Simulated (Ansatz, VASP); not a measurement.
One calculation of Sr, two programs

File INCAR:

```
SYSTEM = Sr
PREC = Accurate ; ENCUT = 520
EDIFF = 1E-6 ; ISMEAR = -1
SIGMA = 0.01 ; LREAL = .FALSE.
LASPH = .TRUE. ; NELM = 150
ALGO = Normal ; ISIF = 2
LWAVE = .FALSE. ; LCHARG = .TRUE.
ISPIN = 2 ; MAGMOM = 0.5
LORBIT = 11 ; GGA = VW
LELF = .TRUE. ; LVHAR = .TRUE.
NBANDS = 15
```

Contents of KPOINTS:

```
Automatic mesh
0
G
  8 8 8
  0 0 0
```

POSCAR

```
Sr
1.0
    0.0000000000      2.8242675576      2.8242675576
    2.8242675576      0.0000000000      2.8242675576
    2.8242675576      2.8242675576      0.0000000000
Sr
1
Direct
    0.0000000000      0.0000000000      0.0000000000
```

The input input.yaml:

```yaml
crystal:
  lattice:
    - [0.0, 2.8242675576, 2.8242675576]
    - [2.8242675576, 0.0, 2.8242675576]
    - [2.8242675576, 2.8242675576, 0.0]
  atoms:
    - { symbol: Sr, position: [0.0, 0.0, 0.0], spin: 0.5 }
kpoints:
  mp_grid: { grid: [8, 8, 8] }
scf:
  occupations: { method: fermi_dirac, width: 0.01 }
hamiltonian:
  xc: { exchange: slater, correlation: vwn5 }
  pseudopotentials: { kind: all_electron, lapw: { basis_error: 0.0005 } }
magnetization:
  spin_polarized: true
output:
  forces: true
  stress: true
  eigenvalues: true
  populations: true
```

Change from the starting cell: volume scaled by 0.8.

Alike in both runs: functional SVWN5; k mesh 8 × 8 × 8; occupations fermi-dirac, width 0.01 eV; collinear spin.

```csv
,VASP,Ansatz
version,VASP 6.6.1,Ansatz 0.2.0
potentials or method,"VASP PAW PBE potentials, release 64 (Sr_sv), cutoff 520 eV","all-electron LAPW, scalar-relativistic"
task,single point,atomic charges
```

```tsv
	VASP	Ansatz	Ansatz less VASP
gap on the k mesh at the Fermi level (eV)	0.15	0.16	+0.011
least direct gap on the mesh (eV)	0.43	0.43	+0.004
pressure (GPa)	1.2	1.2	-0.02
net moment per atom (μB)	0.00	0.00	0.000
```

VASP's potentials were made for PBE, not for SVWN5. Ansatz ran all-electron here, and VASP with PAW potentials.
